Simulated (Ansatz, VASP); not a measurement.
# Two plane-wave programs on ZrF3

File INCAR:

```
SYSTEM = ZrF3
PREC = Accurate
ENCUT = 600
EDIFF = 1E-6
ISMEAR = 0
SIGMA = 0.1
LREAL = .False.
LASPH = .True.
NELM = 100
ALGO = Normal
ISIF = 3
LWAVE = .False.
LCHARG = .False.
GGA = PE
IBRION = 2
NSW = 100
EDIFFG = -0.01
```

Contents of KPOINTS:

```
regular mesh
0
Gamma
  16 16 10
  0 0 0
```

Contents of POSCAR:

```
ZrF3
1.0
    3.0902637410      0.0000000000      0.0000000000
    0.0000000000      3.0902637410      0.0000000000
    0.0000000000      0.0000000000      4.4438346636
Zr F
1 3
Direct
    0.0000000000      0.0000000000      0.0000000000
    0.5000000000      0.5000000000      0.7648664381
    0.0000000000      0.0000000000      0.5000000000
    0.5000000000      0.5000000000      0.2351335619
```

Input for Ansatz:

```yaml
crystal:
  lattice:
    - [3.090263741, 0.0, 0.0]
    - [0.0, 3.090263741, 0.0]
    - [0.0, 0.0, 4.4438346636]
  atoms:
    - { symbol: Zr, position: [0.0, 0.0, 0.0] }
    - { symbol: F, position: [0.5, 0.5, 0.7648664381] }
    - { symbol: F, position: [0.0, 0.0, 0.5] }
    - { symbol: F, position: [0.5, 0.5, 0.2351335619] }
basis:
  ecutwfc: 420
kpoints:
  mp_grid: { grid: [16, 16, 10] }
hamiltonian:
  xc: pbe
scf:
  occupations: { method: gaussian, width: 0.1 }
output:
  forces: true
  stress: true
  eigenvalues: true
relax:
  adjacent_minimum: "off"
  f_tol: 0.01
  max_steps: 80
  cell: { stress_tol: 0.05 }
```

Change from the starting cell: species swapped into the VFe3 type (Cmmm, No. 65).

Alike in both runs: task relaxation of cell and atoms; functional PBE; k mesh 16 × 16 × 10; occupations gaussian, width 0.1 eV; no spin polarisation.

|  | VASP | Ansatz |
| --- | --- | --- |
| version | VASP 6.6.1 | Ansatz 0.2.0 |
| potentials or method | VASP PAW PBE potentials, release 64 (Zr_sv, F), cutoff 600 eV | scalar-relativistic, plane waves, PAW |
| valence electrons in the cell | 33 | 33 |

```csv
,VASP,Ansatz,Ansatz less VASP
"gap on the k mesh at the Fermi level, each at its own relaxed structure (eV)",none,none,-
relaxed volume (Å³/atom),10.58,10.59,+0.009
relaxed length of the cell vector where the two differ most in proportion (Å),4.440,4.442,+0.0021
```

A gap of «none» marks a metal or a gap that the smearing closes.
